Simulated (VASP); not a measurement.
# CdSe (I4/mmm) in VASP: further runs, part 2 of 2

VASP 6.6.1. Earlier steps stand in the parts before.

## 3. Single point, PBEsol

This run uses another cell than the first one, of the same volume but with other edges.

INCAR

```
PREC     = Accurate       # precision mode
ENCUT    = 520            # plane-wave cutoff, eV
EDIFF    = 1E-6           # SCF threshold, eV
ISMEAR   = 0              # smearing method
SIGMA    = 0.05           # smearing width, eV
LREAL    = F              # projectors in reciprocal space
LASPH    = T              # aspherical terms in the spheres
NELM     = 80             # most SCF steps
ALGO     = Normal         # electronic algorithm
ISIF     = 2              # what is computed and relaxed
LWAVE    = F              # write WAVECAR
LCHARG   = F              # write CHGCAR
GGA      = PS             # functional
NBANDS   = 16             # bands
```

KPOINTS

```
regular mesh
0
Gamma
  6 6 6
```

POSCAR

```
CdSe
1.0
    0.0000000000      2.8021090500      3.0232299803
    2.8021090500      0.0000000000      3.0232299803
    2.8021090500      2.8021090500      0.0000000000
Cd Se
1 1
Direct
    0.0000000000      0.0000000000      0.0000000000
    0.5000000000      0.5000000000      0.5000000000
```

Potentials or basis: VASP PAW PBE potentials, release 64 (Cd, Se).

Run with:

```bash
$ cat potpaw_PBE.64/Cd/POTCAR potpaw_PBE.64/Se/POTCAR > POTCAR
$ mpirun -np 1 vasp_std > vasp.out
```

OUTCAR:

```text
PREC = Accurate
   ENCUT = 520
   EDIFF = 1E-6
   ISMEAR = 0
   LREAL = F
   LASPH = T
   NELM = 80
   ISIF = 2
   GGA = PS

 ion  position               nearest neighbor table
   1  0.000  0.000  0.000-   2 2.80   2 2.80   2 2.80   2 2.80   2 3.02   2 3.02
   2  0.500  0.500  0.500-   1 2.80   1 2.80   1 2.80   1 2.80   1 3.02   1 3.02

  LATTYP: Found a body centered tetragonal cell.
 ALAT       =     3.9627806218
 C/A-ratio  =     1.5258124377

  Lattice vectors:

 A1 = (  -2.8021090500,   0.0000000000,   3.0232299803)
 A2 = (   2.8021090500,   0.0000000000,   3.0232299803)
 A3 = (   0.0000000000,   2.8021090500,  -3.0232299803)

Analysis of symmetry for initial positions (statically):
=====================================================================
 Subroutine PRICEL returns:
 Original cell was already a primitive cell.

 Routine SETGRP: Setting up the symmetry group for a
 body centered tetragonal supercell.

 Subroutine GETGRP returns: Found 16 space group operations
 (whereof 16 operations were pure point group operations)
 out of a pool of 16 trial point group operations.

The static configuration has the point symmetry D_4h.

Analysis of symmetry for dynamics (positions and initial velocities):
=====================================================================
 Subroutine PRICEL returns:
 Original cell was already a primitive cell.

 Routine SETGRP: Setting up the symmetry group for a
 body centered tetragonal supercell.

 Subroutine GETGRP returns: Found 16 space group operations
 (whereof 16 operations were pure point group operations)
 out of a pool of 16 trial point group operations.

The dynamic configuration has the point symmetry D_4h.

 Subroutine INISYM returns: Found 16 space group operations
 (whereof 16 operations are pure point group operations),
 and found     1 'primitive' translations

----------------------------------------------------------------------------------------

[... 106 lines left out ...]
   EFERMI =   0.00;   METHOD = LEGACY
   ISMEAR =     0;   SIGMA  =   0.05  broadening in eV -4-tet -1-fermi 0-gaus
   EFERMI_NEDOS =   21; number of points for ismear=-14 and -15
   IALGO  =     38    algorithm
   IMIX   =      4    mixing-type and parameters
     AMIX     =   0.40;   BMIX     =  1.00
     AMIX_MAG =   1.60;   BMIX_MAG =  1.00
  volume/ion in A,a.u.               =      23.74       160.19
  Fermi-wavevector in a.u.,A,eV,Ry     =   1.184882  2.239103 19.101849  1.403946
  Thomas-Fermi vector in A             =   2.321088
   LORBIT       =      0    0 simple, 1 ext, 2 COOP (PROOUT), +10 PAW based schemes
   GGA     = PS    functional components
   LHFCALC =     F    Hartree Fock is set to
   AEXX    =    0.0000 exact exchange contribution
   IVDW    =     0    specifies the selected vdW correction
   LEPSILON=     F    determine dielectric tensor
   LRPA    =     F    only Hartree local field effects (RPA)
 non-spin polarized calculation
 Gauss-broadening in eV      SIGMA  =   0.05
  energy-cutoff  :      520.00
  volume of cell :       47.48
 maximum number of plane-waves:      1307
 NGX is ok and might be reduce to    32

 number of electron      18.0000000 magnetization

 Free energy of the ion-electron system (eV)
  ---------------------------------------------------
  ext. energy  EPLUGINS =         0.00000000
  ---------------------------------------------------
  free energy    TOTEN  =        -5.92931140 eV

  energy without entropy =       -5.92828922  energy(sigma->0) =       -5.92880031

 E-fermi :   2.2521     XC(G=0): -10.1800

 val. band max:        2.2121093473   @ k =  -0.3333   0.1667   0.0000
 cond. band min:       2.2738994416   @ k =   0.5000  -0.0000   0.0000
 fundamental gap:      0.0617900944
 Fermi energy:         2.2521312679

 k-point     1 :       0.0000    0.0000    0.0000
  band No.  band energies     occupation
      1     -10.8242      2.00000
      2      -5.8012      2.00000
      3      -5.7783      2.00000
      4      -5.7344      2.00000
      5      -5.7131      2.00000
      6      -5.7131      2.00000
[... 433 lines left out ...]
      3      -5.7386      2.00000
      4      -5.6212      2.00000
      5      -5.5724      2.00000
      6      -5.3281      2.00000
[... 8 lines left out ...]
     15      15.5617      0.00000
     16      16.6503      0.00000

 [... further k-points ...]
[... 5 lines left out ...]
  --------------------------------------------------------------------------------------
  -------------------------------------------------------------------------------------
  Total       -0.4516550     -0.4516550     -1.5424933      0.0000000     -0.0000000      0.0000000
  in kB      -15.2421470    -15.2421470    -52.0550189      0.0000000     -0.0000000      0.0000000
  external PRESSURE =     -27.5131043 kB  Pullay stress =       0.0000000 kB

 VOLUME and BASIS-vectors are now :
 -----------------------------------------------------------------------------
  energy-cutoff  :      520.00
  volume of cell :       47.48
      direct lattice vectors                 reciprocal lattice vectors
     0.000000000  2.802109050  3.023229980    -0.178437024  0.178437024  0.165386029
     2.802109050  0.000000000  3.023229980     0.178437024 -0.178437024  0.165386029
     2.802109050  2.802109050  0.000000000     0.178437024  0.178437024 -0.165386029

 POSITION                                       TOTAL-FORCE (eV/Angst)
 -----------------------------------------------------------------------------------
      0.00000      0.00000      0.00000         0.000000      0.000000      0.000000
      2.80211      2.80211      3.02323        -0.000000     -0.000000     -0.000000
 -----------------------------------------------------------------------------------
    total drift:                                0.000000     -0.000000     -0.000000

  FREE ENERGIE OF THE ION-ELECTRON SYSTEM (eV)
  ---------------------------------------------------
  free  energy   TOTEN  =        -5.9293114017 eV

  energy  without entropy=       -5.9282892229  energy(sigma->0) =       -5.92880031
```

OSZICAR:

```text
N       E                     dE             d eps       ncg     rms          rms(c)
DAV:   1     0.104881774822E+03    0.10488E+03   -0.88428E+03   984   0.103E+03
DAV:   2    -0.268493430806E+01   -0.10757E+03   -0.10190E+03  1112   0.249E+02
DAV:   3    -0.634390524731E+01   -0.36590E+01   -0.36515E+01  1144   0.480E+01
DAV:   4    -0.635552116023E+01   -0.11616E-01   -0.11615E-01  1216   0.266E+00
DAV:   5    -0.635557172036E+01   -0.50560E-04   -0.50560E-04  1216   0.156E-01    0.521E+00
DAV:   6    -0.595504569236E+01    0.40053E+00   -0.64115E-01  1248   0.100E+01    0.446E+00
DAV:   7    -0.593211384961E+01    0.22932E-01   -0.10438E-01  1112   0.233E+00    0.221E+00
DAV:   8    -0.592947140309E+01    0.26424E-02   -0.11154E-02  1136   0.125E+00    0.180E-01
DAV:   9    -0.592930594058E+01    0.16546E-03   -0.97620E-04  1240   0.390E-01    0.360E-02
DAV:  10    -0.592930548619E+01    0.45439E-06   -0.10928E-04  1128   0.137E-01    0.338E-02
DAV:  11    -0.592931168119E+01   -0.61950E-05   -0.11578E-05  1240   0.321E-02    0.135E-02
DAV:  12    -0.592931140173E+01    0.27946E-06   -0.84733E-07   768   0.102E-02
   1 F= -.59293114E+01 E0= -.59288003E+01  d E =-.102218E-02
```

Run time: 10 s. Hardware: 1 thread of Intel Xeon 6975P-C, shared host; peak memory 0.19 GiB.

What came out:

```
Free energy            : -5.9293 eV
Pressure               : -2.8 GPa
Band gap on the k mesh : zero (band 9 reaches 2.27 eV, above the bottom of band 10 at 1.52 eV)
```

Levels at points of the mesh, in eV from the Fermi level:
| k point | band 6 | band 7 | band 8 | band 9 | band 10 | band 11 | band 12 | band 13 |
| --- | --- | --- | --- | --- | --- | --- | --- | --- |
| (0.00, 0.00, 0.00) | -7.97 | -0.90 | -0.90 | -0.48 | -0.11 | 8.22 | 8.39 | 8.63 |
| (0.50, 0.00, 0.00) | -7.85 | -5.10 | -0.36 | 0.02 | 2.73 | 4.83 | 5.40 | 5.84 |
| (0.50, 0.50, 0.00) | -7.39 | -4.21 | -2.05 | -2.05 | -0.41 | 5.51 | 8.99 | 10.40 |
| (0.50, 0.00, 0.50) | -7.26 | -4.29 | -2.64 | -1.91 | -0.73 | 5.14 | 9.04 | 9.67 |

Caveat: the PAW data sets were made with another functional, which shifts forces and pressure a little.

## 4. Single point, PBEsol

This run uses another cell than the first one, of the same volume but with other edges.

INCAR

```
PREC = Accurate
ENCUT = 520
EDIFF = 1E-7
ISMEAR = 0
SIGMA = 0.05
LREAL = False
LASPH = True
NELM = 60
ALGO = Normal
ISIF = 2
LWAVE = False
LCHARG = False
GGA = PS
NBANDS = 16
```

KPOINTS

```
Automatic mesh
0
Gamma
  6 6 6
```

POSCAR

```
CdSe
1.0
    0.0000000000      2.9458069500      2.7354745985
    2.9458069500      0.0000000000      2.7354745985
    2.9458069500      2.9458069500      0.0000000000
Cd Se
1 1
Direct
    0.0000000000      0.0000000000      0.0000000000
    0.5000000000      0.5000000000      0.5000000000
```

Potentials or basis: VASP PAW PBE potentials, release 64 (Cd, Se).

Run with:

```bash
$ cat potpaw_PBE.64/Cd/POTCAR potpaw_PBE.64/Se/POTCAR > POTCAR
$ mpirun -np 1 vasp_std > vasp.out
```

OUTCAR:

```text
PREC = Accurate
   ENCUT = 520
   EDIFF = 1E-7
   ISMEAR = 0
   LREAL = False
   LASPH = True
   NELM = 60
   ISIF = 2
   GGA = PS

 ion  position               nearest neighbor table
   1  0.000  0.000  0.000-   2 2.74   2 2.74   2 2.95   2 2.95   2 2.95   2 2.95
   2  0.500  0.500  0.500-   1 2.74   1 2.74   1 2.95   1 2.95   1 2.95   1 2.95

  LATTYP: Found a body centered tetragonal cell.
 ALAT       =     4.1660001408
 C/A-ratio  =     1.3132378810

  Lattice vectors:

 A1 = (   0.0000000000,  -2.9458069500,  -2.7354745985)
 A2 = (   0.0000000000,   2.9458069500,  -2.7354745985)
 A3 = (   2.9458069500,   0.0000000000,   2.7354745985)

Analysis of symmetry for initial positions (statically):
=====================================================================
 Subroutine PRICEL returns:
 Original cell was already a primitive cell.

 Routine SETGRP: Setting up the symmetry group for a
 body centered tetragonal supercell.

 Subroutine GETGRP returns: Found 16 space group operations
 (whereof 16 operations were pure point group operations)
 out of a pool of 16 trial point group operations.
[... 158 lines left out ...]
  ext. energy  EPLUGINS =         0.00000000
  ---------------------------------------------------
  free energy    TOTEN  =        -5.92393705 eV

  energy without entropy =       -5.92357339  energy(sigma->0) =       -5.92375522

 E-fermi :   2.1764     XC(G=0): -10.1805

 val. band max:        2.1413400704   @ k =   0.0000   0.0000   0.0000
 cond. band min:       2.2282289036   @ k =   0.5000   0.0000   0.0000
 fundamental gap:      0.0868888332
 Fermi energy:         2.1764494131

 k-point     1 :       0.0000    0.0000    0.0000
  band No.  band energies     occupation
      1     -10.8242      2.00000
      2      -5.7739      2.00000
      3      -5.7739      2.00000
      4      -5.7728      2.00000
      5      -5.7434      2.00000
      6      -5.6872      2.00000
[... 433 lines left out ...]
      3      -5.7852      2.00000
      4      -5.6225      2.00000
      5      -5.5706      2.00000
      6      -5.3373      2.00000
[... 8 lines left out ...]
     15      15.6289      0.00000
     16      16.8715      0.00000

 [... further k-points ...]
[... 5 lines left out ...]
  --------------------------------------------------------------------------------------
  -------------------------------------------------------------------------------------
  Total       -1.2972931     -1.2972931      0.1373031      0.0000000      0.0000000     -0.0000000
  in kB      -43.7801707    -43.7801707      4.6336132      0.0000000      0.0000000     -0.0000000
  external PRESSURE =     -27.6422427 kB  Pullay stress =       0.0000000 kB

 VOLUME and BASIS-vectors are now :
 -----------------------------------------------------------------------------
  energy-cutoff  :      520.00
  volume of cell :       47.48
      direct lattice vectors                 reciprocal lattice vectors
     0.000000000  2.945806950  2.735474599    -0.169732779  0.169732779  0.182783638
     2.945806950  0.000000000  2.735474599     0.169732779 -0.169732779  0.182783638
     2.945806950  2.945806950  0.000000000     0.169732779  0.169732779 -0.182783638

 POSITION                                       TOTAL-FORCE (eV/Angst)
 -----------------------------------------------------------------------------------
      0.00000      0.00000      0.00000         0.000000      0.000000     -0.000000
      2.94581      2.94581      2.73547         0.000000      0.000000      0.000000
 -----------------------------------------------------------------------------------
    total drift:                               -0.000000      0.000000      0.000000

  FREE ENERGIE OF THE ION-ELECTRON SYSTEM (eV)
  ---------------------------------------------------
  free  energy   TOTEN  =        -5.9239370544 eV

  energy  without entropy=       -5.9235733890  energy(sigma->0) =       -5.92375522
```

Run time: 15 s. Hardware: 1 thread of Intel Xeon 6975P-C, shared host; peak memory 0.18 GiB.

Results:

```yaml
Free_energy: -5.9239 eV
Pressure: -2.8 GPa
Band_gap_on_the_k_mesh: zero (band 9 reaches 2.23 eV, above the bottom of band 10 at 1.46 eV)
```

Stress tensor (GPa, compression positive):
```
-4.38  0.00  0.00
 0.00 -4.38  0.00
 0.00  0.00  0.46
```

Caveat: the PAW data sets were made with another functional, which shifts forces and pressure a little.

## 5. Single point, PBEsol

This run uses another cell than the first one, of the same volume but with other edges.

INCAR

```
SYSTEM = CdSe
ALGO     = Normal         ! electronic algorithm
EDIFF    = 1E-7           ! SCF threshold, eV
ENCUT    = 520            ! plane-wave cutoff, eV
GGA      = PS             ! functional
ISIF     = 2              ! what is computed and relaxed
ISMEAR   = 0              ! smearing method
LASPH    = .True.         ! aspherical terms in the spheres
LCHARG   = .False.        ! write CHGCAR
LREAL    = .False.        ! projectors in reciprocal space
LWAVE    = .False.        ! write WAVECAR
NBANDS   = 16             ! bands
NELM     = 80             ! most SCF steps
PREC     = Accurate       ! precision mode
SIGMA    = 0.05           ! smearing width, eV
```

KPOINTS

```
k-points
0
Gamma
  6 6 6
  0 0 0
```

POSCAR

```
CdSe
1.0
    0.0000000000      3.0176559000      2.6067646259
    3.0176559000      0.0000000000      2.6067646259
    3.0176559000      3.0176559000      0.0000000000
Cd Se
1 1
Direct
    0.0000000000      0.0000000000      0.0000000000
    0.5000000000      0.5000000000      0.5000000000
```

Run with:

```bash
$ cat potpaw_PBE.64/Cd/POTCAR potpaw_PBE.64/Se/POTCAR > POTCAR
$ mpirun -np 1 vasp_std > vasp.out
```

Run time: 15 s. Hardware: 1 thread of Intel Xeon 6975P-C, shared host; peak memory 0.18 GiB.

It converged, with:

| Property | Result |
| --- | --- |
| Free energy | -5.8070 eV |
| Pressure | -0.7 GPa |
| Band gap on the k mesh | zero (band 9 reaches 2.31 eV, above the bottom of band 10 at 1.44 eV) |

Stress tensor (GPa, compression positive):
```
-4.65  0.00  0.00
 0.00 -4.65  0.00
 0.00  0.00  7.30
```

Levels at points of the mesh, in eV from the Fermi level:
| k point | band 7 | band 8 | band 9 | band 10 | band 11 | band 12 |
| --- | --- | --- | --- | --- | --- | --- |
| (0.00, 0.00, 0.00) | -1.50 | -0.48 | -0.48 | 0.00 | 8.36 | 8.36 |
| (0.50, 0.00, 0.00) | -5.11 | -0.46 | 0.04 | 2.63 | 4.42 | 6.11 |
| (0.50, 0.50, 0.00) | -4.34 | -2.54 | -2.54 | -0.83 | 4.75 | 9.64 |
| (0.50, 0.00, 0.50) | -4.27 | -2.76 | -1.38 | -0.35 | 5.63 | 8.59 |

Caveat: the PAW data sets were made with another functional, which shifts forces and pressure a little.

## 6. The runs side by side

| cell | gap on the mesh (eV) | pressure (GPa) |
| --- | --- | --- |
| a = 4.195, b = 4.195, c = 3.861 Å, angles 62.6, 62.6, 54.8°, 2 atoms | none | -0.7 |
| a = 4.122, b = 4.122, c = 3.963 Å, angles 61.3, 61.3, 57.5°, 2 atoms | none | -2.8 |
| a = 4.020, b = 4.020, c = 4.166 Å, angles 58.8, 58.8, 62.4°, 2 atoms | none | -2.8 |
| a = 3.988, b = 3.988, c = 4.268 Å, angles 57.6, 57.6, 64.7°, 2 atoms | none | -0.7 |

Alike in all rows: task single point; level PBEsol; potentials or basis VASP PAW PBE potentials, release 64 (Cd, Se); no spin polarisation; k mesh 6 × 6 × 6; cutoff (eV) 520; smearing gaussian 0.05 eV.

Caveats: the PAW data sets were made with another functional, which shifts forces and pressure a little.

Total energies depend on the potentials used, so only differences within one code and one set of settings carry meaning.
